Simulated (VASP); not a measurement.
Runs of VASP 6.6.1 on Ta2N. The typed cell holds 9 atoms: a = 5.315 Å, b = 5.266 Å, c = 4.839 Å, α = 90.92°, β = 89.63°, γ = 121.27°. 

```csv
k mesh,gap on the mesh (eV),pressure (GPa),largest force (eV/Å)
1 × 1 × 1,none,29.2,3.14
4 × 4 × 4,none,16.3,2.83
6 × 6 × 6,none,(a),2.78
2 × 2 × 2,none,17.1,2.59
```

Alike in all rows: task single point; level PBE; potentials or basis VASP PAW PBE potentials, release 64 (Ta_pv, N); no spin polarisation; cell as given; cutoff (eV) 520; smearing gaussian 0.1 eV.

Problem. Estimate the missing entries.

Solution. (a) 16.4.

Caveats: some runs use coarse meshes; spin-orbit coupling is left out, which moves the levels of the heavy elements; forces of over 1 eV/Å act on the atoms, so gaps and moduli don't describe the material at rest; the stress differs along the axes, from 11 to 19 GPa (at least some runs).

A k mesh can miss the band edges, and the runs leave out spin-orbit coupling on Ta.

A gap of «none» marks levels without a gap at the run's occupations.
